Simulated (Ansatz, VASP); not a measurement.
Rb4S3: VASP beside Ansatz

```
Rb S
1.0
     6.64398    0.00000    0.00000
     0.00000    6.64398    0.00000
     0.00000    0.00000    6.64398
Rb S
4 3
Direct
  0.00000 0.50000 0.50000
  0.50000 0.00000 0.50000
  0.50000 0.50000 0.00000
  0.50000 0.50000 0.50000
  0.50000 0.00000 0.00000
  0.00000 0.50000 0.00000
  0.00000 0.00000 0.50000
```

Alike in both runs: task relaxation of cell and atoms; functional PBE; k mesh 6 × 6 × 6; occupations gaussian, width 0.1 eV; no spin polarisation.

|  | VASP | Ansatz |
| --- | --- | --- |
| version | VASP 6.6.1 | Ansatz 0.2.0 |
| potentials or method | VASP PAW PBE potentials, release 64 (Rb_sv, S), cutoff 600 eV | scalar-relativistic, plane waves, PAW |
| valence electrons in the cell | 54 | 54 |

Ansatz gave:

| Item | Value |
| --- | --- |
| gap on the k mesh at the Fermi level, each at its own relaxed structure (eV) | none |
| relaxed volume (Å³/atom) | 42.89 |
| relaxed length of the cell vector where the two differ most in proportion (Å) | 6.696 |

Question: Estimate VASP's values.

Answer: gap on the k mesh at the Fermi level, each at its own relaxed structure (eV): none; relaxed volume (Å³/atom): 43.06; relaxed length of the cell vector where the two differ most in proportion (Å): 6.705.

A gap of «none» marks a metal or a gap that the smearing closes.
